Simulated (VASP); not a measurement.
Set up this calculation in VASP 6.6.1, as the native input.

| Property | Result |
| --- | --- |
| Task | single point |
| Functional | PBEsol |
| Potentials or basis | VASP PAW PBE potentials, release 64 (Li_sv, H) |
| Cutoff | 520 eV |
| k mesh | 9 × 9 × 2 |
| Occupations | gaussian, width 0.05 eV |
| Spin | no spin polarisation |
| Dipole correction | no |
| Further INCAR settings | ALGO = Normal; EDIFF = 1e-06; NBANDS = 24 |

The structure of LiH lies in POSCAR:

```
LiH
1.0
    1.9895719486     -1.9895719486      0.0000000000
    1.9895719486      0.0000000000     -1.9895719486
    8.1572449891      7.7593305993      7.9582877942
Li H
6 6
Direct
    0.9541650000      0.0000000000      0.4583500000
    0.3041650000      0.3333333333      0.2916833333
    0.6041650000      0.6666666667      0.6250166667
    0.9041650000      1.0000000000      0.9583500000
    0.2541650000      0.3333333333      0.7916833333
    0.6541650000      0.6666666667      0.1250166667
    0.6291650000      0.6666666667      0.3750166667
   -0.0208350000      0.0000000000      0.2083500000
    0.2791650000      0.3333333333      0.5416833333
    0.5791650000      0.6666666667      0.8750166667
    0.9291650000      1.0000000000      0.7083500000
    0.3291650000      0.3333333333      0.0416833333
```

This cell differs from its parent crystal: the part above a cut slid along it.

One way to write it, as run:

INCAR

```
PREC     = Accurate       # precision mode
ENCUT    = 520            # plane-wave cutoff, eV
EDIFF    = 1E-6           # SCF threshold, eV
ISMEAR   = 0              # smearing method
SIGMA    = 0.05           # smearing width, eV
LREAL    = False          # projectors in reciprocal space
LASPH    = True           # aspherical terms in the spheres
NELM     = 80             # most SCF steps
ALGO     = Normal         # electronic algorithm
ISIF     = 2              # what is computed and relaxed
LWAVE    = False          # write WAVECAR
LCHARG   = False          # write CHGCAR
GGA      = PS             # functional
NBANDS   = 24             # bands
```

KPOINTS

```
regular mesh
0
Gamma
  9 9 2
```

Potentials or basis: VASP PAW PBE potentials, release 64 (Li_sv, H).

The run is started by

```console
$ cat potpaw_PBE.64/Li_sv/POTCAR potpaw_PBE.64/H/POTCAR > POTCAR
$ mpirun -np 1 vasp_std > vasp.out
```

It gave:

* Largest force: 0.307 eV/Å
* Band gap on the k mesh: 2.86 eV

Caveat: the cell differs from its parent crystal (the part above a cut slid along it); the PAW data sets were made with another functional, which shifts forces and pressure a little.

It took 7.3 min on 1 thread of Oxide Virtual Turin-like Processor (shared host), peak memory 0.26 GiB.
